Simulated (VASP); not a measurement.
# MgO in VASP: notebook, part 2 of 2

VASP 6.6.1.

## Step 3: Single point, r2SCAN (uniaxial x strain -4.8%)

The input, POSCAR:

```
MgO
1.0
    3.1287387168      0.0000000000      0.0000000000
   -1.5643693584      2.8476796748      0.0000000000
    0.0000000000      0.0000000000      5.0343661375
Mg O
2 2
Direct
    0.3363361289      0.6726722578     -0.0068360071
    0.6636638711      0.3273277422      0.4931639929
    0.3376545738      0.6753091476      0.3818360071
    0.6623454262      0.3246908524      0.8818360071
```

The input, INCAR.step1:

```
PREC = Accurate ; ENCUT = 520
ISMEAR = 0 ; SIGMA = 0.01
LREAL = F ; LASPH = T
NELM = 60 ; NBANDS = 16
GGA = PE ; ALGO = Normal
EDIFF = 1E-4 ; LWAVE = T
LCHARG = F
```

The input, INCAR.step2:

```
PREC = Accurate ; ENCUT = 520
EDIFF = 1E-7 ; ISMEAR = 0
SIGMA = 0.01 ; LREAL = F
LASPH = T ; NELM = 60
ALGO = Normal ; ISIF = 2
LWAVE = F ; LCHARG = F
METAGGA = R2SCAN ; LMIXTAU = T
NBANDS = 16 ; ISTART = 1
```

The input, KPOINTS:

```
Automatic mesh
0
Gamma
  12 12 6
```

Potentials or basis: VASP PAW PBE potentials, release 64 (Mg, O).

Command:

```bash
$ cat potpaw_PBE.64/Mg/POTCAR potpaw_PBE.64/O/POTCAR > POTCAR
$ cp INCAR.step1 INCAR
$ mpirun -np 1 vasp_std > vasp.out
$ cp INCAR.step2 INCAR
$ mpirun -np 1 vasp_std > vasp.out
```

OUTCAR:

```text
PREC = Accurate
   ENCUT = 520
   EDIFF = 1E-7
   ISMEAR = 0
   LREAL = F
   LASPH = T
   NELM = 60
   ISIF = 2
   METAGGA = R2SCAN
   ISTART = 1

 ion  position               nearest neighbor table
   1  0.336  0.673  0.993-   4 1.93   4 1.93   4 1.94   3 1.96   2 3.12   2 3.12   2 3.12   2 3.12
                             2 3.13   2 3.13
   2  0.664  0.327  0.493-   3 1.93   3 1.93   3 1.94   4 1.96   1 3.12   1 3.12   1 3.12   1 3.12
                             1 3.13   1 3.13
   3  0.338  0.675  0.382-   2 1.93   2 1.93   2 1.94   1 1.96
   4  0.662  0.325  0.882-   1 1.93   1 1.93   1 1.94   2 1.96

  LATTYP: Found a base centered orthorhombic cell.
 ALAT       =     3.1287387168
 B/A-ratio  =     1.8203371598
 C/A-ratio  =     1.6090720872

  Lattice vectors:

 A1 = (   1.5643693584,  -2.8476796748,   0.0000000000)
 A2 = (   1.5643693584,   2.8476796748,   0.0000000000)
 A3 = (   0.0000000000,   0.0000000000,   5.0343661375)

Analysis of symmetry for initial positions (statically):
=====================================================================
 Subroutine PRICEL returns:
[... 181 lines left out ...]
 fundamental gap:      4.5860268244
 Fermi energy:         0.9521047352

 k-point     1 :       0.0000    0.0000    0.0000
  band No.  band energies     occupation
      1     -16.3664      2.00000
      2     -15.5663      2.00000
      3      -2.4916      2.00000
      4       0.1682      2.00000
      5       0.4546      2.00000
      6       0.4856      2.00000
[... 433 lines left out ...]
      3      -2.0647      2.00000
      4      -1.1750      2.00000
      5      -0.7734      2.00000
      6      -0.5864      2.00000
[... 8 lines left out ...]
     15      16.7215      0.00000
     16      18.7965      0.00000

 [... further k-points ...]

------------------------ aborting loop because EDIFF is reached ----------------------------------------

  FORCE on cell =-STRESS in cart. coord.  units (eV):
  Direction    XX          YY          ZZ          XY          YZ          ZX
  --------------------------------------------------------------------------------------
  -------------------------------------------------------------------------------------
  Total        2.9434256      1.4335710      1.3393280      0.0000000      0.0000000      0.0000000
  in kB      105.1376858     51.2064358     47.8401228      0.0000000      0.0000000      0.0000000
  external PRESSURE =      68.0614148 kB  Pullay stress =       0.0000000 kB

 VOLUME and BASIS-vectors are now :
 -----------------------------------------------------------------------------
  energy-cutoff  :      520.00
  volume of cell :       44.85
      direct lattice vectors                 reciprocal lattice vectors
     3.128738717  0.000000000  0.000000000     0.319617613  0.175581546  0.000000000
    -1.564369358  2.847679675  0.000000000     0.000000000  0.351163092  0.000000000
     0.000000000  0.000000000  5.034366138     0.000000000  0.000000000  0.198634738

 POSITION                                       TOTAL-FORCE (eV/Angst)
 -----------------------------------------------------------------------------------
      0.00000      1.91556      4.99995         0.000000     -0.000217      0.002214
      1.56437      0.93212      2.48277        -0.000000      0.000217      0.002214
      0.00000      1.92306      1.92230         0.000000      0.001457     -0.002214
      1.56437      0.92462      4.43949        -0.000000     -0.001457     -0.002214
 -----------------------------------------------------------------------------------
    total drift:                                0.000000      0.000000     -0.013374

  FREE ENERGIE OF THE ION-ELECTRON SYSTEM (eV)
  ---------------------------------------------------
  free  energy   TOTEN  =       -31.7848799967 eV

  energy  without entropy=      -31.7848799967  energy(sigma->0) =      -31.78488000
```

OUTCAR.step1:

```text
PREC = Accurate
   ENCUT = 520
   ISMEAR = 0
   LREAL = F
[... 690 lines left out ...]
      0.00000      1.91556      4.99995        -0.000000      0.012662     -0.004998
      1.56437      0.93212      2.48277         0.000000     -0.012662     -0.004998
      0.00000      1.92306      1.92230         0.000000      0.015548      0.004998
      1.56437      0.92462      4.43949         0.000000     -0.015548      0.004998
 -----------------------------------------------------------------------------------
    total drift:                               -0.000000      0.000000     -0.001003

  FREE ENERGIE OF THE ION-ELECTRON SYSTEM (eV)
  ---------------------------------------------------
  free  energy   TOTEN  =       -23.3898530631 eV

  energy  without entropy=      -23.3898530631  energy(sigma->0) =      -23.38985306
```

OSZICAR.step1:

```text
N       E                     dE             d eps       ncg     rms          rms(c)
DAV:   1     0.612002688297E+02    0.61200E+02   -0.75547E+03  5504   0.886E+02
DAV:   2    -0.239333755423E+02   -0.85134E+02   -0.78848E+02  7616   0.198E+02
DAV:   3    -0.277372979544E+02   -0.38039E+01   -0.37967E+01  6312   0.435E+01
DAV:   4    -0.277521699308E+02   -0.14872E-01   -0.14872E-01  6880   0.320E+00
DAV:   5    -0.277522428188E+02   -0.72888E-04   -0.72888E-04  6376   0.213E-01    0.119E+01
DAV:   6    -0.234327480642E+02    0.43195E+01   -0.12085E+01  5504   0.263E+01    0.371E+00
DAV:   7    -0.233954818998E+02    0.37266E-01   -0.14963E-01  5592   0.308E+00    0.219E+00
DAV:   8    -0.233913999195E+02    0.40820E-02   -0.85284E-02  5928   0.324E+00    0.480E-01
DAV:   9    -0.233891972075E+02    0.22027E-02   -0.27534E-03  7072   0.481E-01    0.176E-01
DAV:  10    -0.233898354813E+02   -0.63827E-03   -0.15646E-03  5608   0.261E-01    0.311E-02
DAV:  11    -0.233898530631E+02   -0.17582E-04   -0.12420E-05  3016   0.282E-02
   1 F= -.23389853E+02 E0= -.23389853E+02  d E =-.402142E-13
```

Run time: 5.5 min. Hardware: 1 thread of Intel Xeon Platinum 8259CL at 2.50GHz (Skylake/Cascade Lake), shared host; peak memory 0.25 GiB.

Results:

| Item | Value |
| --- | --- |
| Free energy | -31.7849 eV |
| Pressure | 6.8 GPa |
| Band gap on the k mesh | 4.59 eV |

Forces in eV/Å, atoms in the order of the input:
```
Mg   0.000  0.000  0.002
Mg   0.000  0.000  0.002
O    0.000  0.001 -0.002
O    0.000 -0.001 -0.002
```

Stress tensor (GPa, compression positive):
```
10.51  0.00  0.00
 0.00  5.12  0.00
 0.00  0.00  4.78
```

Caveat: the cell differs from its parent crystal (uniaxial x strain -4.8%); the stress differs along the axes, from 5 to 11 GPa; the structure was generated, so it needn't be the stable form of MgO; the PAW data sets were made with another functional, which shifts forces and pressure a little.
